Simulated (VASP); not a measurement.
**Ti: single point with PBEsol**

Crystal: Ti.

```
CELL_PARAMETERS angstrom
0.00000 2.02522 2.02522
2.02522 0.00000 2.02522
2.02522 2.02522 0.00000
ATOMIC_POSITIONS crystal
Ti 0.00000 0.00000 0.00000
```

This isn't the form of Ti at room conditions, which is hcp.

```yaml
Program: VASP 6.6.1
Task: single point
Functional: PBEsol
Potentials_or_basis: VASP PAW PBE potentials, release 64 (Ti_sv)
Cutoff: 500 eV
k_mesh: 11 × 11 × 11
Occupations: methfessel-paxton, width 0.05 eV
Spin: no spin polarisation
Dipole_correction: no
Further_INCAR_settings: ALGO = Normal; EDIFF = 1e-06; NBANDS = 12
```

* Pressure: -0.4 GPa
* Band gap on the k mesh: zero (bands 6 and 7 overlap by 1.20 eV)

Levels at points of the mesh, in eV from the Fermi level:
| k point | band 3 | band 4 | band 5 | band 6 | band 7 | band 8 | band 9 | band 10 |
| --- | --- | --- | --- | --- | --- | --- | --- | --- |
| (0.00, 0.00, 0.00) | -32.26 | -32.26 | -6.19 | 0.94 | 0.94 | 0.94 | 2.67 | 2.67 |

It took 7.5 s on 1 thread of AMD EPYC 9R45 96-Core Processor (Zen 5), on a shared host, peak memory 0.11 GiB.

Caveat: the PAW data sets were made with another functional, which shifts forces and pressure a little.
